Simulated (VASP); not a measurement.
# Al3Cu (P4/mmm) in VASP: further runs

Al3Cu is run at these levels: r2SCAN; tasks: single point.

Everything below comes from runs of VASP 6.6.1. Logs are shortened: lines on timing, memory, paths and dates and some standing lists are left out, and cuts for length are marked.

## 1. The cell of the first run

Symmetry: P4/mmm, No. 123, tetragonal system. Conventional cell: a = 3.889 Å, b = 3.889 Å, c = 3.695 Å, α = 90.00°, β = 90.00°, γ = 90.00°. Within 3.5 Å of Al (site symmetry 4/mmm) lie 8 Al at 2.68 Å and 4 Cu at 2.75 Å. Al (site symmetry mmm) has 8 Al at 2.68 to 2.75 Å and 4 Cu at 2.68 Å within 3.5 Å. Within 3.5 Å of Cu (site symmetry 4/mmm) lie 12 Al at 2.68 to 2.75 Å.

## 2. Single point, r2SCAN (strain -0.0500 x Voigt [1, 0, 0, 0, 0, 0])

The input, POSCAR:

```
Al3Cu
1.0
    3.6946646355      0.0000000000      0.0000000000
    0.0000000000      3.8891206689      0.0000000000
    0.0000000000      0.0000000000      3.8891206689
Al Cu
3 1
Direct
    0.0000000000      0.5000000000      0.5000000000
    0.5000000000      0.0000000000      0.5000000000
    0.5000000000      0.5000000000      0.0000000000
    0.0000000000      0.0000000000      0.0000000000
```

The input, INCAR.step1:

```
  PREC = Accurate
  ENCUT = 520
  ISMEAR = 0
  SIGMA = 0.15
  LREAL = False
  LASPH = True
  NELM = 80
  NBANDS = 18
  GGA = PE
  ALGO = Normal
  EDIFF = 1E-4
  LWAVE = True
  LCHARG = False
```

The input, INCAR.step2:

```
  PREC = Accurate
  ENCUT = 520
  EDIFF = 1E-6
  ISMEAR = 0
  SIGMA = 0.15
  LREAL = False
  LASPH = True
  NELM = 80
  ALGO = Normal
  ISIF = 2
  LWAVE = False
  LCHARG = True
  METAGGA = R2SCAN
  LMIXTAU = True
  LELF = True
  LVHAR = True
  NBANDS = 18
  ISTART = 1
```

The input, KPOINTS:

```
Automatic mesh
0
Gamma
  12 12 12
```

Potentials or basis: VASP PAW PBE potentials, release 64 (Al, Cu).

Started as:

```
> cat potpaw_PBE.64/Al/POTCAR potpaw_PBE.64/Cu/POTCAR > POTCAR
> cp INCAR.step1 INCAR
> mpirun -np 1 vasp_std > vasp.out
> cp INCAR.step2 INCAR
> mpirun -np 1 vasp_std > vasp.out
```

OUTCAR:

```text
PREC = Accurate
   ENCUT = 520
   EDIFF = 1E-6
   ISMEAR = 0
   LREAL = False
   LASPH = True
   NELM = 80
   ISIF = 2
   METAGGA = R2SCAN
   ISTART = 1

 ion  position               nearest neighbor table
   1  0.000  0.500  0.500-   2 2.68   3 2.68   3 2.68   2 2.68   2 2.68   3 2.68   3 2.68   2 2.68
                             4 2.75   4 2.75   4 2.75   4 2.75
   2  0.500  0.000  0.500-   1 2.68   4 2.68   4 2.68   1 2.68   1 2.68   4 2.68   4 2.68   1 2.68
                             3 2.75   3 2.75   3 2.75   3 2.75
   3  0.500  0.500  0.000-   1 2.68   4 2.68   1 2.68   4 2.68   1 2.68   4 2.68   1 2.68   4 2.68
                             2 2.75   2 2.75   2 2.75   2 2.75
   4  0.000  0.000  0.000-   2 2.68   3 2.68   2 2.68   3 2.68   2 2.68   3 2.68   2 2.68   3 2.68
                             1 2.75   1 2.75   1 2.75   1 2.75

  LATTYP: Found a simple tetragonal cell.
 ALAT       =     3.8891206689
 C/A-ratio  =     0.9500000000

  Lattice vectors:

 A1 = (   0.0000000000,   3.8891206689,   0.0000000000)
 A2 = (   0.0000000000,   0.0000000000,   3.8891206689)
 A3 = (   3.6946646355,   0.0000000000,   0.0000000000)

Analysis of symmetry for initial positions (statically):
=====================================================================
 Subroutine PRICEL returns:
 Original cell was already a primitive cell.

 Routine SETGRP: Setting up the symmetry group for a
 simple tetragonal supercell.

 Subroutine GETGRP returns: Found 16 space group operations
 (whereof 16 operations were pure point group operations)
 out of a pool of 16 trial point group operations.

The static configuration has the point symmetry D_4h.

Analysis of symmetry for dynamics (positions and initial velocities):
=====================================================================
 Subroutine PRICEL returns:
 Original cell was already a primitive cell.

 Routine SETGRP: Setting up the symmetry group for a
 simple tetragonal supercell.

 Subroutine GETGRP returns: Found 16 space group operations
 (whereof 16 operations were pure point group operations)
 out of a pool of 16 trial point group operations.

The dynamic configuration has the point symmetry D_4h.

 Subroutine INISYM returns: Found 16 space group operations
 (whereof 16 operations are pure point group operations),
 and found     1 'primitive' translations

----------------------------------------------------------------------------------------

                                     Primitive cell

  volume of cell :      55.8828

  direct lattice vectors                    reciprocal lattice vectors
     3.694664636  0.000000000  0.000000000     0.270660560  0.000000000  0.000000000
     0.000000000  3.889120669  0.000000000     0.000000000  0.257127532  0.000000000
     0.000000000  0.000000000  3.889120669     0.000000000  0.000000000  0.257127532

  length of vectors
     3.694664636  3.889120669  3.889120669     0.270660560  0.257127532  0.257127532

  position of ions in fractional coordinates (direct lattice)
     0.000000000  0.500000000  0.500000000
     0.500000000  0.000000000  0.500000000
     0.500000000  0.500000000  0.000000000
     0.000000000  0.000000000  0.000000000

  ion indices of the primitive-cell ions
   primitive index   ion index
                 1           1
                 2           2
                 3           3
                 4           4

----------------------------------------------------------------------------------------

 KPOINTS: Automatic mesh

Automatic generation of k-mesh.
 Grid dimensions read from file:
 generate k-points for:   12   12   12

 Generating k-lattice:

  Cartesian coordinates                     Fractional coordinates (reciprocal lattice)
     0.022555047  0.000000000  0.000000000     0.083333333  0.000000000  0.000000000
     0.000000000  0.021427294  0.000000000     0.000000000  0.083333333  0.000000000
     0.000000000  0.000000000  0.021427294     0.000000000  0.000000000  0.083333333

  Length of vectors
     0.022555047  0.021427294  0.021427294

  Shift w.r.t. Gamma in fractional coordinates (k-lattice)
     0.000000000  0.000000000  0.000000000

 Subroutine IBZKPT returns following result:
 ===========================================

 Found    196 irreducible k-points:

 Following reciprocal coordinates:
            Coordinates               Weight
  0.000000  0.000000  0.000000      1.000000
  0.083333  0.000000  0.000000      2.000000
  0.166667  0.000000  0.000000      2.000000
  0.250000  0.000000  0.000000      2.000000
  0.333333  0.000000  0.000000      2.000000
  0.416667  0.000000  0.000000      2.000000
[... 16 lines left out ...]
  0.083333  0.250000  0.000000      8.000000
  0.166667  0.250000  0.000000      8.000000
 [... further k-points ...]
   k-points           NKPTS =    196   k-points in BZ     NKDIM =    196   number of bands    NBANDS=     18
   number of dos      NEDOS =    301   number of ions     NIONS =      4
   total plane-waves  NPLWV =  25200
   dimension x,y,z NGX =    28 NGY =   30 NGZ =   30
   dimension x,y,z NGXF=    56 NGYF=   60 NGZF=   60
   ions per type =               3   1
   NGX,Y,Z   is equivalent  to a cutoff of  12.60, 12.82, 12.82 a.u.
   NGXF,Y,Z  is equivalent  to a cutoff of  25.20, 25.65, 25.65 a.u.
 SYSTEM =  unknown system
   PREC   = accura    normal or accurate (medium, high low for compatibility)
   ISTART =      1    job   : 0-new  1-cont  2-samecut
   ICHARG =      0    charge: 1-file 2-atom 10-const
   ISPIN  =      1    spin polarized calculation?
   LNONCOLLINEAR =      F non collinear calculations
   LSORBIT =      F    spin-orbit coupling
   LASPH  =      T    aspherical Exc in radial PAW
   ENCUT  =  520.0 eV  38.22 Ry    6.18 a.u.   6.87  7.23  7.23*2*pi/ulx,y,z
   NELM   =     80;   NELMIN=  2; NELMDL=  0     # of ELM steps
   EDIFF  = 0.1E-05   stopping-criterion for ELM
   LREAL  =      F    real-space projection
   EDIFFG = 0.1E-04   stopping-criterion for IOM
   NSW    =      0    number of steps for IOM
   IBRION =     -1    ionic relax: 0-MD 1-quasi-New 2-CG
   NFREE  =      0    steps in history (QN), initial steepest desc. (CG)
   ISIF   =      2    stress and relaxation
   ISYM   =      2    0-nonsym 1-usesym 2-fastsym
   POTIM  = 0.5000    time-step for ionic-motion
   TEBEG  =    0.0;   TEEND  =   0.0 temperature during run
   PSTRESS=    0.0 pullay stress
   NELECT =      20.0000    total number of electrons
   NUPDOWN=      -1.0000    fix difference up-down
   EMIN   =  10.00;   EMAX   =-10.00  energy-range for DOS
   EFERMI =   0.00;   METHOD = LEGACY
   ISMEAR =     0;   SIGMA  =   0.15  broadening in eV -4-tet -1-fermi 0-gaus
   EFERMI_NEDOS =   21; number of points for ismear=-14 and -15
   IALGO  =     38    algorithm
   IMIX   =      4    mixing-type and parameters
     AMIX     =   0.40;   BMIX     =  1.00
     AMIX_MAG =   1.60;   BMIX_MAG =  1.00
  volume/ion in A,a.u.               =      13.97        94.28
  Fermi-wavevector in a.u.,A,eV,Ry     =   1.162320  2.196465 18.381290  1.350987
  Thomas-Fermi vector in A             =   2.298882
   LORBIT       =      0    0 simple, 1 ext, 2 COOP (PROOUT), +10 PAW based schemes
   METAGGA = R2SCAN    functional components
   LHFCALC =     F    Hartree Fock is set to
   AEXX    =    0.0000 exact exchange contribution
   IVDW    =     0    specifies the selected vdW correction
   LEPSILON=     F    determine dielectric tensor
   LRPA    =     F    only Hartree local field effects (RPA)
 non-spin polarized calculation
 Gauss-broadening in eV      SIGMA  =   0.15
  energy-cutoff  :      520.00
  volume of cell :       55.88
 maximum number of plane-waves:      1528
 NGX is ok and might be reduce to    28
   NGX = 13   NGY = 15   NGZ = 15

 number of electron      20.0000009 magnetization

 Free energy of the ion-electron system (eV)
  ---------------------------------------------------
  ext. energy  EPLUGINS =         0.00000000
  ---------------------------------------------------
  free energy    TOTEN  =       -31.07793444 eV

  energy without entropy =      -31.06180092  energy(sigma->0) =      -31.06986768

 E-fermi :   9.0848     XC(G=0): -11.8883

 val. band max:        9.0760887966   @ k =   0.1667   0.2500   0.2500
 cond. band min:       9.0860832982   @ k =   0.0000   0.2500   0.0000
 fundamental gap:      0.0099945015
 Fermi energy:         9.0848225705

 k-point     1 :       0.0000    0.0000    0.0000
  band No.  band energies     occupation
      1      -3.2763      2.00000
      2       4.2193      2.00000
      3       4.3487      2.00000
      4       5.0918      2.00000
      5       5.1063      2.00000
      6       5.1063      2.00000
[... 10 lines left out ...]
     17      16.7195      0.00000
     18      16.7195      0.00000

 k-point     2 :       0.0833    0.0000    0.0000
  band No.  band energies     occupation
      1      -3.1961      2.00000
      2       4.2383      2.00000
      3       4.2692      2.00000
      4       5.0352      2.00000
      5       5.0352      2.00000
      6       5.0954      2.00000
[... 10 lines left out ...]
     17      16.2881      0.00000
     18      16.2881      0.00000

 k-point     3 :       0.1667    0.0000    0.0000
  band No.  band energies     occupation
      1      -2.9562      2.00000
      2       3.8172      2.00000
      3       4.2905      2.00000
      4       4.8951      2.00000
      5       4.8951      2.00000
      6       5.1054      2.00000
[... 10 lines left out ...]
     17      16.3148      0.00000
     18      16.4873      0.00000

 k-point     4 :       0.2500    0.0000    0.0000
  band No.  band energies     occupation
      1      -2.5585      2.00000
      2       2.8194      2.00000
      3       4.3628      2.00000
      4       4.7616      2.00000
      5       4.7616      2.00000
      6       5.1190      2.00000
[... 375 lines left out ...]
      4       4.7771      2.00000
      5       4.8960      2.00000
      6       5.1237      2.00000
[... 10 lines left out ...]
     17      17.0803      0.00000
     18      17.7642      0.00000

 k-point    23 :       0.0833    0.2500    0.0000
  band No.  band energies     occupation
      1      -2.5509      2.00000
      2       2.3682      2.00000
      3       4.3813      2.00000
      4       4.7845      2.00000
      5       4.8106      2.00000
      6       5.0897      2.00000
[... 10 lines left out ...]
     17      16.3195      0.00000
     18      17.3391      0.00000

 k-point    24 :       0.1667    0.2500    0.0000
  band No.  band energies     occupation
      1      -2.3139      2.00000
      2       2.5601      2.00000
      3       4.0898      2.00000
      4       4.6854      2.00000
      5       4.7985      2.00000
      6       5.0145      2.00000
[... 10 lines left out ...]
     17      16.3716      0.00000
     18      17.9074      0.00000

 [... further k-points ...]
[... 5 lines left out ...]
  --------------------------------------------------------------------------------------
  -------------------------------------------------------------------------------------
  Total        3.5335593      1.2904453      1.2904453      0.0000000      0.0000000     -0.0000000
  in kB      101.3083174     36.9974949     36.9974949      0.0000000      0.0000000     -0.0000000
  external PRESSURE =      58.4344357 kB  Pullay stress =       0.0000000 kB

 VOLUME and BASIS-vectors are now :
 -----------------------------------------------------------------------------
  energy-cutoff  :      520.00
  volume of cell :       55.88
      direct lattice vectors                 reciprocal lattice vectors
     3.694664636  0.000000000  0.000000000     0.270660560  0.000000000  0.000000000
     0.000000000  3.889120669  0.000000000     0.000000000  0.257127532  0.000000000
     0.000000000  0.000000000  3.889120669     0.000000000  0.000000000  0.257127532

 POSITION                                       TOTAL-FORCE (eV/Angst)
 -----------------------------------------------------------------------------------
      0.00000      1.94456      1.94456         0.000000      0.000000      0.000000
      1.84733      0.00000      1.94456         0.000000      0.000000      0.000000
      1.84733      1.94456      0.00000         0.000000      0.000000      0.000000
      0.00000      0.00000      0.00000         0.000000      0.000000      0.000000
 -----------------------------------------------------------------------------------
    total drift:                               -0.000000     -0.000000     -0.000000

  FREE ENERGIE OF THE ION-ELECTRON SYSTEM (eV)
  ---------------------------------------------------
  free  energy   TOTEN  =       -31.0779344401 eV

  energy  without entropy=      -31.0618009175  energy(sigma->0) =      -31.06986768
```

Run time: 7.3 min. Hardware: 1 thread of Intel Xeon Platinum 8488C (Sapphire Rapids), shared host; peak memory 0.3 GiB.

Results:

```
Free energy            : -31.0779 eV
Pressure               : 5.8 GPa
Band gap on the k mesh : zero (bands 10 and 11 overlap by 4.11 eV)
```

Stress tensor (GPa, compression positive):
```
10.13  0.00  0.00
 0.00  3.70  0.00
 0.00  0.00  3.70
```

Caveat: the cell differs from its parent crystal (strain -0.0500 x Voigt [1, 0, 0, 0, 0, 0]); the stress differs along the axes, from 4 to 10 GPa; the PAW data sets were made with another functional, which shifts forces and pressure a little.

## 3. Single point, r2SCAN (strain +0.0250 x Voigt [1, 0, 0, 0, 0, 0])

Edit POSCAR of step 2 so:

```diff
@@ -2,3 +2,3 @@
 1.0
-    3.6946646355      0.0000000000      0.0000000000
+    3.9863486856      0.0000000000      0.0000000000
     0.0000000000      3.8891206689      0.0000000000
```

The input, INCAR.step1:

```
ALGO     = Normal         # electronic algorithm
EDIFF    = 1E-4           # SCF threshold, eV
ENCUT    = 520            # plane-wave cutoff, eV
GGA      = PE             # functional
ISMEAR   = 0              # smearing method
LASPH    = T              # aspherical terms in the spheres
LCHARG   = F              # write CHGCAR
LREAL    = F              # projectors in reciprocal space
LWAVE    = T              # write WAVECAR
NBANDS   = 18             # bands
NELM     = 60             # most SCF steps
PREC     = Accurate       # precision mode
SIGMA    = 0.15           # smearing width, eV
```

The input, INCAR.step2:

```
ALGO     = Normal         # electronic algorithm
EDIFF    = 1E-6           # SCF threshold, eV
ENCUT    = 520            # plane-wave cutoff, eV
ISIF     = 2              # what is computed and relaxed
ISMEAR   = 0              # smearing method
ISTART   = 1            
LASPH    = T              # aspherical terms in the spheres
LCHARG   = F              # write CHGCAR
LMIXTAU  = T            
LREAL    = F              # projectors in reciprocal space
LWAVE    = F              # write WAVECAR
METAGGA  = R2SCAN         # meta-GGA
NBANDS   = 18             # bands
NELM     = 60             # most SCF steps
PREC     = Accurate       # precision mode
SIGMA    = 0.15           # smearing width, eV
```

The input, KPOINTS:

```
k-points
0
Gamma
  12 12 12
```

Potentials or basis: VASP PAW PBE potentials, release 64 (Al, Cu).

Started as:

```
> cat potpaw_PBE.64/Al/POTCAR potpaw_PBE.64/Cu/POTCAR > POTCAR
> cp INCAR.step1 INCAR
> mpirun -np 1 vasp_std > vasp.out
> cp INCAR.step2 INCAR
> mpirun -np 1 vasp_std > vasp.out
```

It took 8.8 min on 1 thread of Intel Xeon Platinum 8488C (Sapphire Rapids), shared host; peak memory 0.31 GiB.

The run converged. Its results:

| Quantity | Value |
| --- | --- |
| Free energy | -31.1466 eV |
| Pressure | -2.6 GPa |
| Band gap on the k mesh | zero (bands 10 and 11 overlap by 4.18 eV) |

Stress tensor (GPa, compression positive):
```
-4.98  0.00  0.00
 0.00 -1.41  0.00
 0.00  0.00 -1.41
```

Levels at points of the mesh, in eV from the Fermi level:
| k point | band 8 | band 9 | band 10 | band 11 | band 12 | band 13 |
| --- | --- | --- | --- | --- | --- | --- |
| (0.00, 0.00, 0.00) | -2.43 | -2.43 | -0.63 | 0.46 | 0.75 | 6.77 |
| (0.50, 0.00, 0.00) | 0.32 | 0.32 | 0.32 | 0.32 | 0.76 | 2.43 |
| (0.00, 0.50, 0.00) | 0.01 | 0.13 | 0.40 | 0.46 | 0.61 | 2.24 |
| (0.50, 0.50, 0.00) | -3.40 | -3.16 | 1.48 | 3.09 | 3.22 | 3.58 |
| (0.00, 0.50, 0.50) | -3.37 | -3.17 | 1.21 | 2.93 | 2.93 | 3.27 |
| (0.50, 0.50, 0.50) | -3.48 | -3.45 | -2.47 | -1.95 | -1.95 | -1.89 |

Caveat: the cell differs from its parent crystal (strain +0.0250 x Voigt [1, 0, 0, 0, 0, 0]); the PAW data sets were made with another functional, which shifts forces and pressure a little.
